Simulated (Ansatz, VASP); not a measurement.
# One calculation of Au, two programs

File INCAR:

```
SYSTEM = Au
ALGO = Normal
EDIFF = 1E-8
ENCUT = 520
GGA = PE
ISIF = 2
ISMEAR = -1
LASPH = .True.
LCHARG = .False.
LEFG = .True.
LREAL = .False.
LWAVE = .False.
NBANDS = 12
NELM = 80
PREC = Accurate
SIGMA = 0.08
```

The input KPOINTS:

```
k-points
0
Gamma
  14 14 14
  0 0 0
```

File POSCAR:

```
Au
1.0
    0.0000000000      2.0317713984      2.0317713984
    2.0317713984      0.0000000000      2.0317713984
    2.0317713984      2.0317713984      0.0000000000
Au
1
Direct
    0.0000000000      0.0000000000      0.0000000000
```

Input for Ansatz:

```yaml
crystal:
  lattice:
    - [0.0, 2.0317713984, 2.0317713984]
    - [2.0317713984, 0.0, 2.0317713984]
    - [2.0317713984, 2.0317713984, 0.0]
  atoms:
    - { symbol: Au, position: [0.0, 0.0, 0.0] }
kpoints:
  mp_grid: { grid: [14, 14, 14] }
scf:
  occupations: { method: fermi_dirac, width: 0.08 }
hamiltonian:
  xc: pbe
  pseudopotentials: { kind: paw }
output:
  forces: true
  stress: true
  eigenvalues: true
  efg: { contact_densities: true }
```

Change from the starting cell: volume scaled by 0.98, PAW files.

Alike in both runs: task electric field gradients; functional PBE; k mesh 14 × 14 × 14; occupations fermi-dirac, width 0.08 eV; no spin polarisation.

|  | VASP | Ansatz |
| --- | --- | --- |
| version | VASP 6.6.1 | Ansatz 0.2.0 |
| potentials or method | VASP PAW PBE potentials, release 64 (Au) | PAW with Ansatz's default frozen-core files, scalar-relativistic |
| plane-wave cutoff (eV) | 520 | 420 |
| valence electrons in the cell | 11 | 19 |

```csv
,VASP,Ansatz,Ansatz less VASP
pressure (GPa),11.5,11.8,+0.33
```

VASP's potentials hold 11 valence electrons a cell and Ansatz's 19, so a difference there can come from the potentials and not from the codes.

Spin-orbit coupling is off throughout.
